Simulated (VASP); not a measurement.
Al: single point with PBEsol+D3(BJ)

The system is Al.

```
Al
1.0
     2.84606    0.00000    0.00000
    -1.42303    2.40435    0.00000
     0.00000    0.00000    4.62468
Al
2
Direct
  0.66693 0.33407 0.75000
  0.33307 0.66593 0.25000
```

This cell differs from its parent crystal: uniaxial strain along a: +2.0 %.

| Quantity | Value |
| --- | --- |
| Program | VASP 6.6.1 |
| Task | single point |
| Functional | PBEsol |
| Dispersion | D3(BJ) |
| Potentials or basis | VASP PAW PBE potentials, release 64 (Al) |
| Cutoff | 520 eV |
| k mesh | 24 × 24 × 12 |
| Occupations | gaussian, width 0.1 eV |
| Spin | no spin polarisation |
| Dipole correction | no |
| Further INCAR settings | ALGO = Fast; EDIFF = 1e-06; NBANDS = 10 |

* Pressure: -0.7 GPa
* Largest force: 0.006 eV/Å
* Band gap on the k mesh: zero (band 3 reaches 12.65 eV, above the bottom of band 4 at 5.05 eV)
* Dispersion energy per atom: -0.331 eV

Forces on the atoms (eV/Å):
```
Al   0.001  0.006  0.000
Al  -0.001 -0.006  0.000
```

Stress tensor (GPa, compression positive):
```
-1.75  0.00  0.00
 0.00  0.03  0.00
 0.00  0.00 -0.47
```

Levels at points of the mesh, in eV from the Fermi level:
```tsv
k point	band 1	band 2	band 3	band 4	band 5	band 6
(0.00, 0.00, 0.00)	-11.42	-4.80	-4.53	10.75	10.95	11.25
(0.50, 0.00, 0.00)	-5.48	-5.32	0.51	1.09	1.38	1.73
(0.50, 0.50, 0.00)	-5.48	-5.32	0.52	1.09	1.38	1.73
(0.00, 0.50, 0.00)	-5.21	-5.16	0.78	1.27	1.53	2.00
(0.00, 0.00, 0.50)	-9.70	-9.70	3.38	3.38	11.85	11.85
(0.50, 0.00, 0.50)	-4.10	-4.10	-3.34	-3.34	7.57	7.57
(0.50, 0.50, 0.50)	-4.10	-4.10	-3.34	-3.34	7.57	7.57
(0.00, 0.50, 0.50)	-3.92	-3.92	-3.07	-3.07	6.89	6.89
```

Wall time 7.4 min on 1 thread of Oxide Virtual Turin-like Processor, with other jobs on the host, peak memory 0.56 GiB.

Caveat: the cell differs from its parent crystal (uniaxial strain along a: +2.0 %); the PAW data sets were made with another functional, which shifts forces and pressure a little; pairwise dispersion overbinds metals, which lowers pressure and volume.
